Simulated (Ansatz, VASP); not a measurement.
**WS2: VASP beside Ansatz**

File POSCAR:

```
WS2
1.0
    1.5274864866      0.8818947343      7.0716821059
   -1.5274864866      0.8818947343      7.0716821059
    0.0000000000     -1.7637894685      7.0716821059
W S
1 2
Direct
    0.9993259061      0.9993259061      0.9993259061
    0.7453559600      0.7453559600      0.7453559600
    0.5866181338      0.5866181338      0.5866181338
```

INCAR.step1

```
  PREC = Accurate
  ENCUT = 520
  ISMEAR = 0
  SIGMA = 0.05
  LREAL = F
  LASPH = T
  NELM = 60
  NBANDS = 20
  GGA = PE
  ALGO = Normal
  EDIFF = 1E-4
  LWAVE = T
  LCHARG = F
```

File INCAR.step2:

```
  PREC = Accurate
  ENCUT = 520
  EDIFF = 1E-6
  ISMEAR = 0
  SIGMA = 0.05
  LREAL = F
  LASPH = T
  NELM = 60
  ALGO = Normal
  ISIF = 2
  LWAVE = F
  LCHARG = F
  METAGGA = R2SCAN
  LMIXTAU = T
  NBANDS = 20
  ISTART = 1
```

File KPOINTS:

```
Automatic mesh
0
Gamma
  12 12 12
```

Input for Ansatz:

```yaml
crystal:
  lattice:
    - [1.5274864866, 0.8818947343, 7.0716821059]
    - [-1.5274864866, 0.8818947343, 7.0716821059]
    - [0.0, -1.7637894685, 7.0716821059]
  atoms:
    - { symbol: W, position: [0.9993259061, 0.9993259061, 0.9993259061] }
    - { symbol: S, position: [0.74535596, 0.74535596, 0.74535596] }
    - { symbol: S, position: [0.5866181338, 0.5866181338, 0.5866181338] }
basis:
  ecutwfc: 500
kpoints:
  mp_grid: { grid: [12, 12, 12] }
hamiltonian:
  xc: r2scan
scf:
  occupations: { method: gaussian, width: 0.05 }
output:
  forces: true
  stress: true
  eigenvalues: true
```

Change from the starting cell: strain -0.040 along x and y, +0.080 along z, atoms carried along.

Alike in both runs: task single point; functional r2SCAN; k mesh 12 × 12 × 12; occupations gaussian, width 0.05 eV; no spin polarisation.

```csv
,VASP,Ansatz
version,VASP 6.6.1,Ansatz 0.2.0
potentials or method,"VASP PAW PBE potentials, release 64 (W_sv, S), cutoff 520 eV","scalar-relativistic, plane waves, PAW"
valence electrons in the cell,26,26
```

|  | VASP | Ansatz | Ansatz less VASP |
| --- | --- | --- | --- |
| gap on the k mesh at the Fermi level (eV) | 1.43 | 1.43 | +0.004 |
| least direct gap on the mesh (eV) | 2.32 | 2.32 | 0.000 |
| pressure (GPa) | 0.5 | 0.3 | -0.20 |
| traceless stress, the component that is largest in VASP (GPa) | -15.09 | -15.04 | +0.058 |
| rms of the force components (eV/Å) | 0.703 | 0.714 | +0.0110 |

VASP's potentials were made for PBE, not for r2SCAN. Atom by atom the forces differ by 0.011 eV/Å (rms over components).

Neither program's run includes spin-orbit coupling.
